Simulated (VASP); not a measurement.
A run of VASP 6.6.1 is set up as follows.

INCAR

```
SYSTEM = SiC
ALGO = Normal ; EDIFF = 1E-7
ENCUT = 520 ; GGA = PE
ISIF = 2 ; ISMEAR = 0
LASPH = .TRUE. ; LCHARG = .FALSE.
LREAL = .FALSE. ; LWAVE = .FALSE.
NBANDS = 11 ; NELM = 60
PREC = Accurate ; SIGMA = 0.05
```

KPOINTS

```
k-points
0
G
  12 12 12
  0 0 0
```

The input POSCAR:

```
SiC
1.0
    0.0000000000      2.1740000000      2.1740000000
    2.1740000000      0.0000000000      2.1740000000
    2.1740000000      2.1740000000      0.0000000000
Si C
1 1
Direct
    0.0517479301      0.0517479301     -0.1981131792
    0.7500000000      0.7500000000      0.7500000000
```

Potentials or basis: VASP PAW PBE potentials, release 64 (Si, C).

Command:

```bash
$ cat potpaw_PBE.64/Si/POTCAR potpaw_PBE.64/C/POTCAR > POTCAR
$ mpirun -np 1 vasp_std > vasp.out
```

Problem. What does it give for the largest force?

Solution. 3.677 eV/Å.

Problem. What does it give for the band gap on the k mesh?

Solution. Zero (band 4 reaches 9.78 eV, above the bottom of band 5 at 8.98 eV).

Problem. Predict the pressure.

Solution. 18.1 GPa.

Stress tensor (GPa, compression positive):
```
14.02  5.17  7.56
 5.17 14.02  7.56
 7.56  7.56 26.15
```

Caveat: the cell differs from its parent crystal (atom 1 (Si) moved by (-0.450, +0.225) A along [1 1 0] and z); forces of over 1 eV/Å act on the atoms, so gaps and moduli don't describe the material at rest.
